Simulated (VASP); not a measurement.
Here is a VASP 6.6.1 calculation.

Contents of POSCAR:

```
GaAs
1.0
    0.0000000000      2.8268500000      2.8268500000
    2.8268500000      0.0000000000      2.8268500000
    2.8268500000      2.8268500000      0.0000000000
Ga As
1 1
Direct
    0.0000000000      0.0000000000      0.0000000000
    0.2500000000      0.2500000000      0.2500000000
```

The input INCAR.step1:

```
SYSTEM = GaAs
PREC = Accurate
ENCUT = 600
ISMEAR = -1
SIGMA = 0.02
LREAL = .False.
LASPH = .True.
NELM = 80
GGA = PE
ALGO = Normal
EDIFF = 1E-4
LWAVE = .True.
LCHARG = .False.
```

File INCAR.step2:

```
SYSTEM = GaAs
PREC = Accurate
ENCUT = 600
EDIFF = 1E-7
ISMEAR = -1
SIGMA = 0.02
LREAL = .False.
LASPH = .True.
NELM = 80
ALGO = Normal
ISIF = 3
LWAVE = .False.
LCHARG = .False.
METAGGA = R2SCAN
LMIXTAU = .True.
IBRION = 2
NSW = 80
EDIFFG = -0.01
ISTART = 1
```

The input KPOINTS:

```
Automatic mesh
0
Gamma
  8 8 8
  0 0 0
```

Potentials or basis: VASP PAW PBE potentials, release 64 (Ga_d, As).

The run is started by

```sh
$ cat potpaw_PBE.64/Ga_d/POTCAR potpaw_PBE.64/As/POTCAR > POTCAR
$ cp INCAR.step1 INCAR
$ mpirun -np 1 vasp_std > vasp.out
$ cp INCAR.step2 INCAR
$ mpirun -np 1 vasp_std > vasp.out
```

(1) Estimate the relaxed volume.

(2) What does it give for the relaxed cell?

(3) What does it give for the space group after relaxing (to 0.1 Å)?

(4) What does it give for the band gap on the k mesh?

Results:

(1) 22.76 Å³/atom.

(2) a = 4.008 Å, b = 4.008 Å, c = 4.008 Å, α = 60.00°, β = 60.00°, γ = 60.00°.

(3) F-43m (No. 216).

(4) 0.94 eV.

Caveat: the PAW data sets were made with another functional, which shifts forces and pressure a little.
